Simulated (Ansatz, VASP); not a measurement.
## Cd3Te5: VASP beside Ansatz

```
CELL_PARAMETERS angstrom
6.20221 0.00000 0.00000
0.00000 6.20221 0.00000
0.00000 0.00000 6.20221
ATOMIC_POSITIONS crystal
Cd 0.50000 0.00000 0.00000
Cd 0.00000 0.50000 0.00000
Cd 0.00000 0.00000 0.50000
Te 0.00000 0.50000 0.50000
Te 0.50000 0.00000 0.50000
Te 0.50000 0.50000 0.00000
Te 0.00000 0.00000 0.00000
Te 0.50000 0.50000 0.50000
```

Alike in both runs: functional PBE; k mesh 6 × 6 × 6; occupations gaussian, width 0.1 eV; no spin polarisation.

Ansatz relaxed the structure, and its values are those at the end. VASP's run is a single point on that final structure, the one shown.

|  | VASP | Ansatz |
| --- | --- | --- |
| version | VASP 6.6.1 | Ansatz 0.2.0 |
| potentials or method | VASP PAW PBE potentials, release 64 (Cd, Te), cutoff 520 eV | scalar-relativistic, plane waves, PAW |
| valence electrons in the cell | 66 | 140 |

Ansatz gave:

* gap on the k mesh at the Fermi level (eV): none
* pressure (GPa): 0.0

Question: Which values does VASP return?

Answer: gap on the k mesh at the Fermi level (eV): none; pressure (GPa): 0.1.

A gap of «none» marks a metal or a gap that the smearing closes. VASP's potentials hold 66 valence electrons a cell and Ansatz's 140, so a difference there can come from the potentials and not from the codes.

Spin-orbit coupling is off throughout.
